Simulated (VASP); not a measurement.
# GaP (F-43m) in VASP: notebook

The runs below take GaP through single point, with r2SCAN.

Program: VASP 6.6.1. These are calculated values, not measurements. Logs are shortened: lines on timing, memory, paths and dates and some standing lists are left out, and cuts for length are marked.

**Experimental background.**

From “Stacking defects in GaP nanowires: Electronic structure and optical properties”, 2018, arxiv:1810.01194, for a bulk crystal of GaP at 10 K: band gap 2.34 eV (indirect).

The runs below are set against these values where they give the same quantity.

## (1) The cell of the first run

The structure is cubic, space group F-43m (No. 216). The conventional cell has a = 5.451 Å, b = 5.451 Å, c = 5.451 Å, α = 90.00°, β = 90.00°, γ = 90.00°. Ga (site symmetry -43m) has 4 P at 2.36 Å within 3.1 Å. P (site symmetry -43m) has 4 Ga at 2.36 Å within 3.1 Å.

## (2) Single point, r2SCAN

POSCAR reads:

```
GaP
1.0
    0.0000000000      2.7252500000      2.7252500000
    2.7252500000      0.0000000000      2.7252500000
    2.7252500000      2.7252500000      0.0000000000
Ga P
1 1
Direct
    0.0000000000      0.0000000000      0.0000000000
    0.7500000000      0.7500000000      0.7500000000
```

INCAR.step1 reads:

```
PREC = Accurate ; ENCUT = 550
ISMEAR = 0 ; SIGMA = 0.01
LREAL = False ; LASPH = True
NELM = 120 ; NBANDS = 16
GGA = PE ; ALGO = Normal
EDIFF = 1E-5 ; LWAVE = True
LCHARG = False ; GGA_COMPAT = False
```

INCAR.step2 reads:

```
PREC = Accurate ; ENCUT = 550
EDIFF = 1E-6 ; ISMEAR = 0
SIGMA = 0.01 ; LREAL = False
LASPH = True ; NELM = 120
ALGO = Normal ; ISIF = 2
LWAVE = False ; LCHARG = False
METAGGA = R2SCAN ; LMIXTAU = True
NBANDS = 16 ; ISTART = 1
GGA_COMPAT = False
```

KPOINTS reads:

```
Automatic mesh
0
Gamma
  3 3 3
```

Potentials or basis: VASP PAW PBE potentials, release 64 (Ga_d, P).

Run with:

```
cat potpaw_PBE.64/Ga_d/POTCAR potpaw_PBE.64/P/POTCAR > POTCAR
cp INCAR.step1 INCAR
mpirun -np 1 vasp_std > vasp.out
cp INCAR.step2 INCAR
mpirun -np 1 vasp_std > vasp.out
```

OUTCAR:

```text
PREC = Accurate
   ENCUT = 550
   EDIFF = 1E-6
   ISMEAR = 0
   LREAL = False
   LASPH = True
   NELM = 120
   ISIF = 2
   METAGGA = R2SCAN
   ISTART = 1

 ion  position               nearest neighbor table
   1  0.000  0.000  0.000-   2 2.36   2 2.36   2 2.36   2 2.36
   2  0.750  0.750  0.750-   1 2.36   1 2.36   1 2.36   1 2.36

  LATTYP: Found a face centered cubic cell.
 ALAT       =     5.4505000000

  Lattice vectors:

 A1 = (   0.0000000000,   2.7252500000,   2.7252500000)
 A2 = (   2.7252500000,   0.0000000000,   2.7252500000)
 A3 = (   2.7252500000,   2.7252500000,   0.0000000000)

Analysis of symmetry for initial positions (statically):
=====================================================================
 Subroutine PRICEL returns:
 Original cell was already a primitive cell.

 Routine SETGRP: Setting up the symmetry group for a
 face centered cubic supercell.

 Subroutine GETGRP returns: Found 24 space group operations
 (whereof 24 operations were pure point group operations)
 out of a pool of 48 trial point group operations.

The static configuration has the point symmetry T_d .

Analysis of symmetry for dynamics (positions and initial velocities):
=====================================================================
 Subroutine PRICEL returns:
 Original cell was already a primitive cell.

 Routine SETGRP: Setting up the symmetry group for a
 face centered cubic supercell.

 Subroutine GETGRP returns: Found 24 space group operations
 (whereof 24 operations were pure point group operations)
 out of a pool of 48 trial point group operations.

The dynamic configuration has the point symmetry T_d .

 Subroutine INISYM returns: Found 24 space group operations
 (whereof 24 operations are pure point group operations),
 and found     1 'primitive' translations

----------------------------------------------------------------------------------------

                                     Primitive cell

  volume of cell :      40.4808

  direct lattice vectors                    reciprocal lattice vectors
     0.000000000  2.725250000  2.725250000    -0.183469406  0.183469406  0.183469406
     2.725250000  0.000000000  2.725250000     0.183469406 -0.183469406  0.183469406
     2.725250000  2.725250000  0.000000000     0.183469406  0.183469406 -0.183469406

  length of vectors
     3.854085511  3.854085511  3.854085511     0.317778334  0.317778334  0.317778334

  position of ions in fractional coordinates (direct lattice)
     0.000000000  0.000000000  0.000000000
     0.750000000  0.750000000  0.750000000

  ion indices of the primitive-cell ions
   primitive index   ion index
                 1           1
                 2           2

----------------------------------------------------------------------------------------

 KPOINTS: Automatic mesh

Automatic generation of k-mesh.
 Grid dimensions read from file:
 generate k-points for:    3    3    3

 Generating k-lattice:

  Cartesian coordinates                     Fractional coordinates (reciprocal lattice)
    -0.061156469  0.061156469  0.061156469     0.333333333  0.000000000  0.000000000
     0.061156469 -0.061156469  0.061156469     0.000000000  0.333333333  0.000000000
     0.061156469  0.061156469 -0.061156469     0.000000000  0.000000000  0.333333333

  Length of vectors
     0.105926111  0.105926111  0.105926111

  Shift w.r.t. Gamma in fractional coordinates (k-lattice)
     0.000000000  0.000000000  0.000000000

 Subroutine IBZKPT returns following result:
 ===========================================

 Found      4 irreducible k-points:

 Following reciprocal coordinates:
            Coordinates               Weight
  0.000000  0.000000  0.000000      1.000000
  0.333333  0.000000  0.000000      8.000000
  0.333333  0.333333  0.000000      6.000000
 -0.333333  0.333333  0.000000     12.000000
   k-points           NKPTS =      4   k-points in BZ     NKDIM =      4   number of bands    NBANDS=     16
   number of dos      NEDOS =    301   number of ions     NIONS =      2
   total plane-waves  NPLWV =  27000
   dimension x,y,z NGX =    30 NGY =   30 NGZ =   30
   dimension x,y,z NGXF=    60 NGYF=   60 NGZF=   60
   ions per type =               1   1
   NGX,Y,Z   is equivalent  to a cutoff of  12.94, 12.94, 12.94 a.u.
   NGXF,Y,Z  is equivalent  to a cutoff of  25.88, 25.88, 25.88 a.u.
 SYSTEM =  unknown system
   PREC   = accura    normal or accurate (medium, high low for compatibility)
   ISTART =      1    job   : 0-new  1-cont  2-samecut
   ICHARG =      0    charge: 1-file 2-atom 10-const
   ISPIN  =      1    spin polarized calculation?
   LNONCOLLINEAR =      F non collinear calculations
   LSORBIT =      F    spin-orbit coupling
   LASPH  =      T    aspherical Exc in radial PAW
   ENCUT  =  550.0 eV  40.42 Ry    6.36 a.u.   7.37  7.37  7.37*2*pi/ulx,y,z
   NELM   =    120;   NELMIN=  2; NELMDL=  0     # of ELM steps
   EDIFF  = 0.1E-05   stopping-criterion for ELM
   LREAL  =      F    real-space projection
   EDIFFG = 0.1E-04   stopping-criterion for IOM
   NSW    =      0    number of steps for IOM
   IBRION =     -1    ionic relax: 0-MD 1-quasi-New 2-CG
   NFREE  =      0    steps in history (QN), initial steepest desc. (CG)
   ISIF   =      2    stress and relaxation
   ISYM   =      2    0-nonsym 1-usesym 2-fastsym
   POTIM  = 0.5000    time-step for ionic-motion
   TEBEG  =    0.0;   TEEND  =   0.0 temperature during run
   PSTRESS=    0.0 pullay stress
   NELECT =      18.0000    total number of electrons
   NUPDOWN=      -1.0000    fix difference up-down
   EMIN   =  10.00;   EMAX   =-10.00  energy-range for DOS
   EFERMI =   0.00;   METHOD = LEGACY
   ISMEAR =     0;   SIGMA  =   0.01  broadening in eV -4-tet -1-fermi 0-gaus
   EFERMI_NEDOS =   21; number of points for ismear=-14 and -15
   IALGO  =     38    algorithm
   IMIX   =      4    mixing-type and parameters
     AMIX     =   0.40;   BMIX     =  1.00
     AMIX_MAG =   1.60;   BMIX_MAG =  1.00
  volume/ion in A,a.u.               =      20.24       136.59
  Fermi-wavevector in a.u.,A,eV,Ry     =   1.249538  2.361284 21.243377  1.561344
  Thomas-Fermi vector in A             =   2.383574
   LORBIT       =      0    0 simple, 1 ext, 2 COOP (PROOUT), +10 PAW based schemes
   METAGGA = R2SCAN    functional components
   LHFCALC =     F    Hartree Fock is set to
   AEXX    =    0.0000 exact exchange contribution
   IVDW    =     0    specifies the selected vdW correction
   LEPSILON=     F    determine dielectric tensor
   LRPA    =     F    only Hartree local field effects (RPA)
 non-spin polarized calculation
 Gauss-broadening in eV      SIGMA  =   0.01
  energy-cutoff  :      550.00
  volume of cell :       40.48
 maximum number of plane-waves:      1243
 NGX is ok and might be reduce to    30
   NGX = 15   NGY = 15   NGZ = 15

 number of electron      17.9999989 magnetization

 Free energy of the ion-electron system (eV)
  ---------------------------------------------------
  ext. energy  EPLUGINS =         0.00000000
  ---------------------------------------------------
  free energy    TOTEN  =       -20.97944990 eV

  energy without entropy =      -20.97944990  energy(sigma->0) =      -20.97944990

 E-fermi :   4.6519     XC(G=0): -10.5026

 val. band max:        4.5731631607   @ k =   0.0000   0.0000   0.0000
 cond. band min:       6.5265749765   @ k =   0.3333   0.3333   0.0000
 fundamental gap:      1.9534118158
 Fermi energy:         4.6519430306

 k-point     1 :       0.0000    0.0000    0.0000
  band No.  band energies     occupation
      1     -10.5343      2.00000
      2     -10.5343      2.00000
      3     -10.5343      2.00000
      4     -10.4230      2.00000
      5     -10.4230      2.00000
      6      -8.4563      2.00000
[... 8 lines left out ...]
     15      14.7845      0.00000
     16      14.7845      0.00000

 k-point     2 :       0.3333    0.0000    0.0000
  band No.  band energies     occupation
      1     -10.6023      2.00000
      2     -10.5123      2.00000
      3     -10.5123      2.00000
      4     -10.4192      2.00000
      5     -10.4192      2.00000
      6      -7.0864      2.00000
[... 8 lines left out ...]
     15      14.6902      0.00000
     16      14.8162      0.00000

 k-point     3 :       0.3333    0.3333    0.0000
  band No.  band energies     occupation
      1     -10.6343      2.00000
      2     -10.4830      2.00000
      3     -10.4830      2.00000
      4     -10.4495      2.00000
      5     -10.4056      2.00000
      6      -6.6000      2.00000
[... 8 lines left out ...]
     15      16.4956      0.00000
     16      19.7062      0.00000

 k-point     4 :      -0.3333    0.3333    0.0000
  band No.  band energies     occupation
      1     -10.6347      2.00000
      2     -10.4920      2.00000
      3     -10.4815      2.00000
      4     -10.4342      2.00000
      5     -10.4153      2.00000
      6      -5.5873      2.00000
[... 8 lines left out ...]
     15      14.6209      0.00000
     16      20.3360      0.00000

------------------------ aborting loop because EDIFF is reached ----------------------------------------

  FORCE on cell =-STRESS in cart. coord.  units (eV):
  Direction    XX          YY          ZZ          XY          YZ          ZX
  --------------------------------------------------------------------------------------
  -------------------------------------------------------------------------------------
  Total        0.4054419      0.4054419      0.4054419      0.0000000     -0.0000000      0.0000000
  in kB       16.0468658     16.0468658     16.0468658      0.0000000     -0.0000000      0.0000000
  external PRESSURE =      16.0468658 kB  Pullay stress =       0.0000000 kB

 VOLUME and BASIS-vectors are now :
 -----------------------------------------------------------------------------
  energy-cutoff  :      550.00
  volume of cell :       40.48
      direct lattice vectors                 reciprocal lattice vectors
     0.000000000  2.725250000  2.725250000    -0.183469406  0.183469406  0.183469406
     2.725250000  0.000000000  2.725250000     0.183469406 -0.183469406  0.183469406
     2.725250000  2.725250000  0.000000000     0.183469406  0.183469406 -0.183469406

 POSITION                                       TOTAL-FORCE (eV/Angst)
 -----------------------------------------------------------------------------------
      0.00000      0.00000      0.00000        -0.000000     -0.000000     -0.000000
      4.08788      4.08788      4.08788         0.000000      0.000000      0.000000
 -----------------------------------------------------------------------------------
    total drift:                                0.000002      0.000002      0.000002

  FREE ENERGIE OF THE ION-ELECTRON SYSTEM (eV)
  ---------------------------------------------------
  free  energy   TOTEN  =       -20.9794499020 eV

  energy  without entropy=      -20.9794499020  energy(sigma->0) =      -20.97944990
```

Wall time 23 s (1 thread of Intel Xeon 8259CL, shared host); peak memory 0.17 GiB.

Results:

| Item | Value |
| --- | --- |
| Free energy | -20.9794 eV |
| Pressure | 1.6 GPa |
| Band gap on the k mesh | 1.95 eV (least direct gap 2.33 eV) |

Caveat: the k points lie up to 0.67 Å⁻¹ apart; the PAW data sets were made with another functional, which shifts forces and pressure a little; an odd mesh through Γ misses points on the zone boundary, where band edges can lie. r2SCAN opens gaps a little over a GGA but as a rule still falls short of measured ones.

## (3) Single point, r2SCAN

POSCAR is that of step 2.

INCAR.step1 reads:

```
  ALGO = Normal
  EDIFF = 1E-5
  ENCUT = 550
  GGA = PE
  GGA_COMPAT = F
  ISMEAR = 0
  LASPH = T
  LCHARG = F
  LREAL = F
  LWAVE = T
  NBANDS = 16
  NELM = 120
  PREC = Accurate
  SIGMA = 0.01
```

INCAR.step2 reads:

```
  ALGO = Normal
  EDIFF = 1E-6
  ENCUT = 550
  GGA_COMPAT = F
  ISIF = 2
  ISMEAR = 0
  ISTART = 1
  LASPH = T
  LCHARG = F
  LMIXTAU = T
  LREAL = F
  LWAVE = F
  METAGGA = R2SCAN
  NBANDS = 16
  NELM = 120
  PREC = Accurate
  SIGMA = 0.01
```

KPOINTS reads:

```
k-points
0
Gamma
  4 4 4
```

Potentials or basis: VASP PAW PBE potentials, release 64 (Ga_d, P).

Run with:

```
cat potpaw_PBE.64/Ga_d/POTCAR potpaw_PBE.64/P/POTCAR > POTCAR
cp INCAR.step1 INCAR
mpirun -np 1 vasp_std > vasp.out
cp INCAR.step2 INCAR
mpirun -np 1 vasp_std > vasp.out
```

Wall time 37 s (1 thread of Intel Xeon 8259CL, shared host); peak memory 0.17 GiB.

It converged, with:

| Property | Result |
| --- | --- |
| Free energy | -21.3321 eV |
| Pressure | 0.4 GPa |
| Band gap on the k mesh | 1.88 eV (least direct gap 2.34 eV) |

Levels at points of the mesh, in eV from the valence-band top:
| k point | band 7 | band 8 | band 9 | band 10 | band 11 | band 12 |
| --- | --- | --- | --- | --- | --- | --- |
| (0.00, 0.00, 0.00) | 0.00 | 0.00 | 0.00 | 2.34 | 4.17 | 4.17 |
| (0.50, 0.00, 0.00) | -6.86 | -1.17 | -1.17 | 2.02 | 5.03 | 5.03 |
| (0.50, 0.50, 0.00) | -6.97 | -2.81 | -2.81 | 1.88 | 2.08 | 11.34 |

Caveat: the k points lie up to 0.50 Å⁻¹ apart; the PAW data sets were made with another functional, which shifts forces and pressure a little.

(Part 1 of 2 ends here.)
